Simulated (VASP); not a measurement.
Write the native input for VASP 6.6.1 that does the following.

* Task: single point
* Functional: LDA
* Potentials or basis: VASP PAW LDA potentials, release 64 (Ru_pv, Bi_d)
* Cutoff: 520 eV
* k mesh: 13 × 13 × 13
* Occupations: fermi-dirac, width 0.08 eV
* Spin: no spin polarisation
* Dipole correction: no
* k mesh for the DOS: 20 × 20 × 20
* Occupations for the DOS: tetrahedron
* Further INCAR settings: ALGO = Normal; EDIFF = 1e-06; NBANDS = 22

BiRu (rocksalt type):

```
CELL_PARAMETERS angstrom
0.00000 2.61893 2.61893
2.61893 0.00000 2.61893
2.61893 2.61893 0.00000
ATOMIC_POSITIONS crystal
Ru 0.00000 0.00000 0.00000
Bi 0.50000 0.50000 0.50000
```

The input as run:

POSCAR

```
BiRu
1.0
    0.0000000000      2.6189301841      2.6189301841
    2.6189301841      0.0000000000      2.6189301841
    2.6189301841      2.6189301841      0.0000000000
Ru Bi
1 1
Direct
    0.0000000000      0.0000000000      0.0000000000
    0.5000000000      0.5000000000      0.5000000000
```

INCAR.step1

```
PREC     = Accurate       # precision mode
ENCUT    = 520            # plane-wave cutoff, eV
EDIFF    = 1E-6           # SCF threshold, eV
ISMEAR   = -1             # smearing method
SIGMA    = 0.08           # smearing width, eV
LREAL    = F              # projectors in reciprocal space
LASPH    = T              # aspherical terms in the spheres
NELM     = 80             # most SCF steps
ALGO     = Normal         # electronic algorithm
ISIF     = 2              # what is computed and relaxed
LWAVE    = F              # write WAVECAR
LCHARG   = T              # write CHGCAR
LMAXMIX  = 4              # l up to which the mixer works
NBANDS   = 22             # bands
```

KPOINTS.step1

```
regular mesh
0
Gamma
  13 13 13
```

INCAR.step2

```
PREC     = Accurate       # precision mode
ENCUT    = 520            # plane-wave cutoff, eV
EDIFF    = 1E-6           # SCF threshold, eV
ISMEAR   = -5             # smearing method
SIGMA    = 0.08           # smearing width, eV
LREAL    = F              # projectors in reciprocal space
LASPH    = T              # aspherical terms in the spheres
NELM     = 80             # most SCF steps
ALGO     = Normal         # electronic algorithm
ISIF     = 2              # what is computed and relaxed
LWAVE    = F              # write WAVECAR
LCHARG   = F              # write CHGCAR
LMAXMIX  = 4              # l up to which the mixer works
LORBIT   = 10             # projections on sites
NBANDS   = 22             # bands
NEDOS    = 1001           # points of the DOS
ICHARG   = 11             # starting density
```

KPOINTS.step2

```
regular mesh
0
Gamma
  20 20 20
```

Potentials or basis: VASP PAW LDA potentials, release 64 (Ru_pv, Bi_d).

Launch:

```console
$ cat potpaw_LDA.64/Ru_pv/POTCAR potpaw_LDA.64/Bi_d/POTCAR > POTCAR
$ cp INCAR.step1 INCAR
$ cp KPOINTS.step1 KPOINTS
$ mpirun -np 1 vasp_std > vasp.out
$ cp INCAR.step2 INCAR
$ cp KPOINTS.step2 KPOINTS
$ mpirun -np 1 vasp_std > vasp.out
```

Results of the run:

The valence electrons inside the program's atomic spheres are Ru 12.96; Bi 13.11.

Wall time 2.6 min on 1 thread of AMD EPYC 7R43 64-Core Processor (Zen 3) (shared host), peak memory 0.25 GiB.
